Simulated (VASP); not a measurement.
# WSe (Fm-3m) in VASP: notebook

WSe is run at these levels: PBE+U; tasks: single point.

Everything below comes from runs of VASP 6.6.1. Logs are shortened: lines on timing, memory, paths and dates and some standing lists are left out, and cuts for length are marked.

## (1) The cell of the first run

The structure is cubic, space group Fm-3m (No. 225). Conventional cell: a = 5.818 Å, b = 5.818 Å, c = 5.818 Å, α = 90.00°, β = 90.00°, γ = 90.00°. Within 3.8 Å of W (site symmetry m-3m) lie 6 Se at 2.91 Å. Within 3.8 Å of Se (site symmetry m-3m) lie 6 W at 2.91 Å.

## (2) Single point, PBE+U, collinear spin

INCAR reads:

```
SYSTEM = WSe
PREC = Accurate
ENCUT = 520
EDIFF = 1E-7
ISMEAR = 0
SIGMA = 0.1
LREAL = .False.
LASPH = .True.
NELM = 150
ALGO = Normal
ISIF = 2
LWAVE = .False.
LCHARG = .False.
ISPIN = 2
MAGMOM = 1 0
LORBIT = 11
LMAXMIX = 4
LDAU = .True.
LDAUTYPE = 2
LDAUL = 2 -1
LDAUU = 6.2 0
LDAUJ = 0 0
LDAUPRINT = 1
GGA = PE
NBANDS = 21
```

KPOINTS reads:

```
Automatic mesh
0
Gamma
  12 12 12
  0 0 0
```

POSCAR reads:

```
WSe
1.0
    0.0000000000      2.9087835151      2.9087835151
    2.9087835151      0.0000000000      2.9087835151
    2.9087835151      2.9087835151      0.0000000000
W Se
1 1
Direct
    0.0000000000      0.0000000000      0.0000000000
    0.5000000000      0.5000000000      0.5000000000
```

Potentials or basis: VASP PAW PBE potentials, release 64 (W_sv, Se).

Started as:

```sh
cat potpaw_PBE.64/W_sv/POTCAR potpaw_PBE.64/Se/POTCAR > POTCAR
mpirun -np 1 vasp_std > vasp.out
```

OUTCAR:

```text
SYSTEM = WSe
   PREC = Accurate
   ENCUT = 520
   EDIFF = 1E-7
   ISMEAR = 0
   LREAL = .False.
   LASPH = .True.
   NELM = 150
   ISIF = 2
   ISPIN = 2
   LORBIT = 11
   GGA = PE

 ion  position               nearest neighbor table
   1  0.000  0.000  0.000-   2 2.91   2 2.91   2 2.91   2 2.91   2 2.91   2 2.91
   2  0.500  0.500  0.500-   1 2.91   1 2.91   1 2.91   1 2.91   1 2.91   1 2.91

  LATTYP: Found a face centered cubic cell.
 ALAT       =     5.8175670302

  Lattice vectors:

 A1 = (   0.0000000000,   2.9087835151,   2.9087835151)
 A2 = (   2.9087835151,   0.0000000000,   2.9087835151)
 A3 = (   2.9087835151,   2.9087835151,   0.0000000000)

Analysis of symmetry for initial positions (statically):
=====================================================================
 Subroutine PRICEL returns:
 Original cell was already a primitive cell.

 Routine SETGRP: Setting up the symmetry group for a
 face centered cubic supercell.

 Subroutine GETGRP returns: Found 48 space group operations
 (whereof 48 operations were pure point group operations)
 out of a pool of 48 trial point group operations.

The static configuration has the point symmetry O_h .

Analysis of symmetry for dynamics (positions and initial velocities):
=====================================================================
 Subroutine PRICEL returns:
 Original cell was already a primitive cell.

 Routine SETGRP: Setting up the symmetry group for a
 face centered cubic supercell.

 Subroutine GETGRP returns: Found 48 space group operations
 (whereof 48 operations were pure point group operations)
 out of a pool of 48 trial point group operations.

The dynamic configuration has the point symmetry O_h .

Analysis of structural, dynamic, and magnetic symmetry:
=====================================================================
 Subroutine PRICEL returns:
 Original cell was already a primitive cell.

 Routine SETGRP: Setting up the symmetry group for a
 face centered cubic supercell.

[... 165 lines left out ...]

 occupancies and eigenvectors

  o =  0.0108  v =  0.0000  0.0000  0.0000  0.0000  0.0000  0.0000  0.0803 -0.0000 -0.9968 -0.0000      0.0000  0.0000  0.0000  0.0000  0.0000  0.0000  0.0000  0.0000  0.0000  0.0000
  o =  0.0108  v =  0.0000  0.0000  0.0000  0.0000  0.0000  0.0000  0.9968 -0.0000  0.0803 -0.0000      0.0000  0.0000  0.0000  0.0000  0.0000  0.0000  0.0000  0.0000  0.0000  0.0000
  o =  0.0108  v =  0.0000  0.0000  0.0000  0.0000  0.0000  1.0000  0.0000  0.0000  0.0000  0.0000      0.0000  0.0000  0.0000  0.0000  0.0000  0.0000  0.0000  0.0000  0.0000  0.0000
  o =  0.0574  v =  0.0000  0.0000  0.0000  0.0000  0.0000  0.0000 -0.0000 -1.0000  0.0000 -0.0042      0.0000  0.0000  0.0000  0.0000  0.0000  0.0000  0.0000  0.0000  0.0000  0.0000
  o =  0.0574  v =  0.0000  0.0000  0.0000  0.0000  0.0000  0.0000  0.0000  0.0042  0.0000 -1.0000      0.0000  0.0000  0.0000  0.0000  0.0000  0.0000  0.0000  0.0000  0.0000  0.0000
  o =  0.4327  v =  0.0000  0.0000 -0.9969  0.0000 -0.0791  0.0000  0.0000  0.0000  0.0000  0.0000      0.0000  0.0000  0.0000  0.0000  0.0000  0.0000  0.0000  0.0000  0.0000  0.0000
  o =  0.4327  v =  0.0000 -0.0000 -0.0791 -0.0000  0.9969  0.0000  0.0000  0.0000  0.0000  0.0000      0.0000  0.0000  0.0000  0.0000  0.0000  0.0000  0.0000  0.0000  0.0000  0.0000
  o =  0.7896  v =  0.0000  0.7513  0.0000  0.6600  0.0000  0.0000  0.0000  0.0000  0.0000  0.0000      0.0000  0.0000  0.0000  0.0000  0.0000  0.0000  0.0000  0.0000  0.0000  0.0000
  o =  0.7896  v =  0.0000  0.6600  0.0000 -0.7513  0.0000  0.0000  0.0000  0.0000  0.0000  0.0000      0.0000  0.0000  0.0000  0.0000  0.0000  0.0000  0.0000  0.0000  0.0000  0.0000
  o =  0.7896  v =  1.0000  0.0000  0.0000  0.0000  0.0000  0.0000  0.0000  0.0000  0.0000  0.0000      0.0000  0.0000  0.0000  0.0000  0.0000  0.0000  0.0000  0.0000  0.0000  0.0000

 number of electron      20.0000000 magnetization       3.9899409

 Free energy of the ion-electron system (eV)
  ---------------------------------------------------
  ext. energy  EPLUGINS =         0.00000000
  ---------------------------------------------------
  free energy    TOTEN  =        -9.38263098 eV

  energy without entropy =       -9.37713337  energy(sigma->0) =       -9.37988218

 E-fermi :   6.0731     XC(G=0): -10.1508

 val. band max:        6.0559620846   @ k =   0.4167   0.4167   0.0000
 cond. band min:       6.0820976059   @ k =  -0.4167   0.2500   0.0000
 fundamental gap:      0.0261355213
 Fermi energy:         6.0731016203

 spin component 1

 k-point     1 :       0.0000    0.0000    0.0000
  band No.  band energies     occupation
      1     -69.1638      1.00000
      2     -33.6131      1.00000
      3     -33.6131      1.00000
      4     -33.6131      1.00000
      5      -8.6675      1.00000
      6       2.3590      1.00000
[... 1145 lines left out ...]
     20      19.2742      0.00000
     21      19.8094      0.00000

 [... further k-points ...]
[... 5 lines left out ...]
  --------------------------------------------------------------------------------------
  -------------------------------------------------------------------------------------
  Total       -1.4217277     -1.4217277     -1.4217277      0.0000000      0.0000000     -0.0000000
  in kB      -46.2767448    -46.2767448    -46.2767448      0.0000000      0.0000000     -0.0000000
  external PRESSURE =     -46.2767448 kB  Pullay stress =       0.0000000 kB

 VOLUME and BASIS-vectors are now :
 -----------------------------------------------------------------------------
  energy-cutoff  :      520.00
  volume of cell :       49.22
      direct lattice vectors                 reciprocal lattice vectors
     0.000000000  2.908783515  2.908783515    -0.171893163  0.171893163  0.171893163
     2.908783515  0.000000000  2.908783515     0.171893163 -0.171893163  0.171893163
     2.908783515  2.908783515  0.000000000     0.171893163  0.171893163 -0.171893163

 POSITION                                       TOTAL-FORCE (eV/Angst)
 -----------------------------------------------------------------------------------
      0.00000      0.00000      0.00000         0.000000      0.000000      0.000000
      2.90878      2.90878      2.90878        -0.000000     -0.000000     -0.000000
 -----------------------------------------------------------------------------------
    total drift:                                0.000000     -0.000000     -0.000000

  FREE ENERGIE OF THE ION-ELECTRON SYSTEM (eV)
  ---------------------------------------------------
  free  energy   TOTEN  =        -9.3826309790 eV

  energy  without entropy=       -9.3771333745  energy(sigma->0) =       -9.37988218

 total charge

# of ion       s       p       d       tot
------------------------------------------
    1        2.301   6.063   3.343  11.707
    2        1.448   2.325   0.043   3.816
--------------------------------------------------
tot          3.749   8.388   3.386  15.523

 magnetization (x)

# of ion       s       p       d       tot
------------------------------------------
    1        0.155   0.026   3.055   3.237
    2        0.014  -0.142   0.037  -0.091
--------------------------------------------------
tot          0.169  -0.116   3.093   3.146
```

OSZICAR:

```text
N       E                     dE             d eps       ncg     rms          rms(c)
DAV:   1     0.153936428561E+03    0.15394E+03   -0.92435E+03  6048   0.908E+02
DAV:   2    -0.117635073051E+01   -0.15511E+03   -0.14937E+03  6996   0.270E+02
DAV:   3    -0.746990956310E+01   -0.62936E+01   -0.62132E+01  7142   0.505E+01
DAV:   4    -0.752696402355E+01   -0.57054E-01   -0.57032E-01  6813   0.539E+00
DAV:   5    -0.752753365117E+01   -0.56963E-03   -0.56962E-03  7032   0.543E-01    0.949E+00
DAV:   6    -0.698321998572E+01    0.54431E+00   -0.48565E+00  6557   0.120E+01    0.674E+00
DAV:   7    -0.898587266693E+01   -0.20027E+01   -0.36556E+00  6611   0.565E+00    0.351E+00
DAV:   8    -0.934467338853E+01   -0.35880E+00   -0.22301E-01  6643   0.344E+00    0.151E+00
DAV:   9    -0.934249207050E+01    0.21813E-02   -0.67315E-02  6798   0.179E+00    0.118E+00
DAV:  10    -0.937758122554E+01   -0.35089E-01   -0.44422E-02  6768   0.137E+00    0.559E-01
DAV:  11    -0.938008941998E+01   -0.25082E-02   -0.92231E-03  6573   0.491E-01    0.368E-01
DAV:  12    -0.938244077809E+01   -0.23514E-02   -0.26683E-03  6626   0.422E-01    0.668E-02
DAV:  13    -0.938255558606E+01   -0.11481E-03   -0.25502E-04  6468   0.941E-02    0.388E-02
DAV:  14    -0.938261151213E+01   -0.55926E-04   -0.61537E-05  6618   0.311E-02    0.234E-02
DAV:  15    -0.938263039893E+01   -0.18887E-04   -0.57300E-05  6618   0.334E-02    0.636E-03
DAV:  16    -0.938263084237E+01   -0.44345E-06   -0.32775E-06  6693   0.956E-03    0.254E-03
DAV:  17    -0.938263095980E+01   -0.11743E-06   -0.25608E-07  6541   0.233E-03    0.971E-04
DAV:  18    -0.938263097900E+01   -0.19194E-07   -0.90017E-09  3439   0.644E-04
   1 F= -.93826310E+01 E0= -.93798822E+01  d E =-.549760E-02  mag=     3.9899
```

Wall time 3.2 min (1 thread of Intel Xeon 8259CL, shared host); peak memory 0.28 GiB.

What came out:

```
Free energy                                           : -9.3826 eV
Pressure                                              : -4.6 GPa
Band gap on the k mesh                                : zero (filled and empty bands overlap)
Net moment                                            : 3.99 μB per cell
Site moments                                          : W +3.24; Se -0.09 μB
Valence electrons inside the program's atomic spheres : W 11.71; Se 3.82
```

Eigenvalues of the final occupation matrices:
```tsv
site	spin	trace	eigenvalues
site 1 d	1	3.23	0.43 0.43 0.79 0.79 0.79
site 1 d	2	0.15	0.01 0.01 0.01 0.06 0.06
```

Caveat: the cell stands under tension; spin-orbit coupling is left out, which moves the levels of the heavy elements.

## (3) Single point, PBE+U, collinear spin

This run uses another cell than the first one, of 26.03 Å³/atom.

INCAR reads:

```
SYSTEM = WSe
ALGO = Normal ; EDIFF = 1E-7
ENCUT = 520 ; GGA = PE
ISIF = 2 ; ISMEAR = 0
ISPIN = 2 ; LASPH = .TRUE.
LCHARG = .FALSE. ; LDAU = .TRUE.
LDAUJ = 0 0 ; LDAUL = 2 -1
LDAUPRINT = 1 ; LDAUTYPE = 2
LDAUU = 6.2 0 ; LMAXMIX = 4
LORBIT = 11 ; LREAL = .FALSE.
LWAVE = .FALSE. ; MAGMOM = 1 0
NBANDS = 21 ; NELM = 150
PREC = Accurate ; SIGMA = 0.1
```

KPOINTS reads:

```
k-points
0
G
  12 12 12
  0 0 0
```

POSCAR reads:

```
WSe
1.0
    0.0000000000      2.9636791323      2.9636791323
    2.9636791323      0.0000000000      2.9636791323
    2.9636791323      2.9636791323      0.0000000000
W Se
1 1
Direct
    0.0000000000      0.0000000000      0.0000000000
    0.5000000000      0.5000000000      0.5000000000
```

Potentials or basis: VASP PAW PBE potentials, release 64 (W_sv, Se).

Started as:

```sh
cat potpaw_PBE.64/W_sv/POTCAR potpaw_PBE.64/Se/POTCAR > POTCAR
mpirun -np 1 vasp_std > vasp.out
```

Wall time 3.3 min (1 thread of Intel Xeon 8259CL, shared host); peak memory 0.28 GiB.

Results (log left out):

```yaml
Free_energy: -9.2766 eV
Pressure: -7.3 GPa
Band_gap_on_the_k_mesh: zero (filled and empty bands overlap)
Net_moment: 4.00 μB per cell
Site_moments: W +3.25; Se -0.11 μB
Valence_electrons_inside_the_program's_atomic_spheres: W 11.67; Se 3.79
```

Levels at points of the mesh, in eV from the Fermi level:
Spin up:
| k point | band 9 | band 10 | band 11 | band 12 | band 13 | band 14 | band 15 | band 16 |
| --- | --- | --- | --- | --- | --- | --- | --- | --- |
| (0.00, 0.00, 0.00) | -2.34 | -2.34 | -2.34 | -1.61 | -1.50 | -1.50 | 7.36 | 9.17 |
| (0.50, 0.00, 0.00) | -2.50 | -2.50 | -2.36 | 1.43 | 2.51 | 2.51 | 4.41 | 4.41 |
| (0.50, 0.50, 0.00) | -3.48 | -2.44 | -2.44 | -1.45 | -0.96 | 0.03 | 6.72 | 7.27 |
Spin down:
```
           k point  band 4  band 5  band 6  band 7  band 8  band 9  band 10  band 11  band 12  band 13
(0.00, 0.00, 0.00)  -37.63  -14.28   -2.38   -2.38   -2.38   -0.10     1.90     1.90     1.90     2.00
(0.50, 0.00, 0.00)  -37.63  -13.60   -5.97   -3.49   -3.49    2.34     3.62     3.91     3.91     5.52
(0.50, 0.50, 0.00)  -37.64  -13.60   -4.94   -3.36   -3.36    0.23     0.55     2.80     3.90     4.60
```

Eigenvalues of the final occupation matrices:
```
    site  spin  trace               eigenvalues
site 1 d     1   3.23  0.43 0.43 0.79 0.79 0.79
site 1 d     2   0.13  0.01 0.01 0.01 0.05 0.05
```

Caveat: the cell stands under tension; spin-orbit coupling is left out, which moves the levels of the heavy elements.

The gap in the log of VASP goes by the Fermi energy; the results here count the filled bands.